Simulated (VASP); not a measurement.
Set up this calculation in VASP 6.6.1, as the native input.

```yaml
Task: single point
Functional: PBEsol
Potentials_or_basis: VASP PAW PBE potentials, release 64 (Si, W_sv)
Cutoff: 520 eV
k_mesh: 6 × 6 × 12
Occupations: gaussian, width 0.15 eV
Spin: no spin polarisation
Dipole_correction: no
Further_INCAR_settings: ALGO = Fast; EDIFF = 1e-06; NBANDS = 61
```

The structure of Si2W3 lies in POSCAR:

```
Si2W3
1.0
    6.5824376030      0.0000000000      0.0000000000
    0.0000000000      6.5824376030      0.0000000000
    0.0000000000      0.0000000000      3.2749106436
Si W
4 6
Direct
    0.1340783110      0.6340783110      0.0000000000
    0.8659216890      0.3659216890      0.0000000000
    0.6340783110      0.8659216890      0.0000000000
    0.3659216890      0.1340783110      0.0000000000
    0.5000000000      0.5000000000      0.0000000000
    0.0000000000      0.0000000000      0.0000000000
    0.6598576518      0.1598576518      0.5000000000
    0.3401423482      0.8401423482      0.5000000000
    0.1598576518      0.3401423482      0.5000000000
    0.8401423482      0.6598576518      0.5000000000
```

These files were run (other wordings do the same):

INCAR

```
SYSTEM = Si2W3
PREC = Accurate
ENCUT = 520
EDIFF = 1E-6
ISMEAR = 0
SIGMA = 0.15
LREAL = .False.
LASPH = .True.
NELM = 80
ALGO = Fast
ISIF = 2
LWAVE = .False.
LCHARG = .False.
GGA = PS
NBANDS = 61
```

KPOINTS

```
Automatic mesh
0
Gamma
  6 6 12
  0 0 0
```

Potentials or basis: VASP PAW PBE potentials, release 64 (Si, W_sv).

Run with:

```console
$ cat potpaw_PBE.64/Si/POTCAR potpaw_PBE.64/W_sv/POTCAR > POTCAR
$ mpirun -np 1 vasp_std > vasp.out
```

Results of the run:

```yaml
Pressure: 0.4 GPa
Largest_force: 0.029 eV/Å
Band_gap_on_the_k_mesh: zero (bands 50 and 51 overlap by 1.70 eV)
```

Caveat: the PAW data sets were made with another functional, which shifts forces and pressure a little; spin-orbit coupling is left out, which moves the levels of the heavy elements.

It took 4.9 min on 1 thread of Intel(R) Xeon(R) 6975P-C (Granite Rapids) (shared host), peak memory 0.53 GiB.
